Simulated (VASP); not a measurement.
Here is a VASP 6.6.1 calculation.

File INCAR:

```
SYSTEM = Zn
ALGO     = Normal         ! electronic algorithm
EDIFF    = 1E-8           ! SCF threshold, eV
ENCUT    = 600            ! plane-wave cutoff, eV
IBRION   = 6              ! ionic algorithm
ISIF     = 3              ! what is computed and relaxed
ISMEAR   = -1             ! smearing method
KPAR     = 4            
LASPH    = .TRUE.         ! aspherical terms in the spheres
LCHARG   = .FALSE.        ! write CHGCAR
LREAL    = .FALSE.        ! projectors in reciprocal space
LWAVE    = .FALSE.        ! write WAVECAR
NBANDS   = 19             ! bands
NELM     = 80             ! most SCF steps
NFREE    = 2            
NSW      = 1              ! ionic steps
POTIM    = 0.015          ! step
PREC     = Accurate       ! precision mode
SIGMA    = 0.05           ! smearing width, eV
```

The input KPOINTS:

```
k-points
0
G
  20 20 10
  0 0 0
```

The input POSCAR:

```
Zn
1.0
    2.5757075675      0.0000000000      0.0000000000
   -1.2878537838      2.2306281862      0.0000000000
    0.0000000000      0.0000000000      4.5055033858
Zn
2
Direct
    0.3333333333      0.6666666667      0.2500000000
    0.6666666667      0.3333333333      0.7500000000
```

Potentials or basis: VASP PAW LDA potentials, release 64 (Zn).

Command:

```bash
$ cat potpaw_LDA.64/Zn/POTCAR > POTCAR
$ mpirun -np 4 vasp_std > vasp.out
```

Question: Predict the Voigt bulk modulus.

Answer: 125 GPa.

Question: What does it give for the highest phonon frequency at Γ?

Answer: 201 cm⁻¹.

Elastic tensor in Voigt notation (GPa, in the Cartesian axes of the cell as first typed):
```
259  65  80   0   0   0
 65 259  80   0   0   0
 80  80 158   0   0   0
  0   0   0  54   0   0
  0   0   0   0  54   0
  0   0   0   0   0  97
```

Caveat: the cell is under stress, which shifts elastic constants.
